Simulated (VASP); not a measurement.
Wanted: the native input for a VASP 6.6.1 run.

| Item | Value |
| --- | --- |
| Task | single point |
| Functional | LDA |
| Potentials or basis | VASP PAW LDA potentials, release 64 (C_h) |
| Cutoff | 910 eV |
| k mesh | 12 × 12 × 12 |
| Occupations | gaussian, width 0.05 eV |
| Spin | no spin polarisation |
| Dipole correction | no |
| Second run | hard_potentials |
| Further INCAR settings | ALGO = Normal; EDIFF = 1e-06; NBANDS = 11 |

The structure of C lies in POSCAR:

```
C
1.0
    0.0000000000      1.7229125689      1.9437899602
    1.7229125689      0.0000000000      1.9437899602
    1.7229125689      1.7229125689      0.0000000000
C
2
Direct
    0.5000000000      0.5000000000      0.5000000000
    0.7500000000      0.7500000000      0.7500000000
```

This cell differs from its parent crystal: volume 5.770 Å^3 an atom, c/a of the conventional cell 1.1282.

One way to write it, as run:

INCAR

```
SYSTEM = C
  ALGO = Normal
  EDIFF = 1E-6
  ENCUT = 910
  GGA_COMPAT = .FALSE.
  ISIF = 2
  ISMEAR = 0
  LASPH = .TRUE.
  LCHARG = .FALSE.
  LREAL = .FALSE.
  LWAVE = .FALSE.
  NBANDS = 11
  NELM = 120
  PREC = Accurate
  SIGMA = 0.05
```

KPOINTS

```
k-points
0
G
  12 12 12
  0 0 0
```

Potentials or basis: VASP PAW LDA potentials, release 64 (C_h).

Launch:

```console
$ cat potpaw_LDA.64/C_h/POTCAR > POTCAR
$ mpirun -np 1 vasp_std > vasp.out
```

Results of the run:

```yaml
Pressure: -18.9 GPa
Band_gap_on_the_k_mesh: 2.60 eV, indirect (least direct gap 4.46 eV)
```

Caveat: the cutoff is under 1.25 times the usual one of these potentials, so pressure, stress and relaxed cells hold a basis-set (Pulay) error.

Wall time 22 s on 1 thread of Intel(R) Xeon(R) Platinum 8375C CPU @ 2.90GHz (Ice Lake) (shared host), peak memory 0.15 GiB.
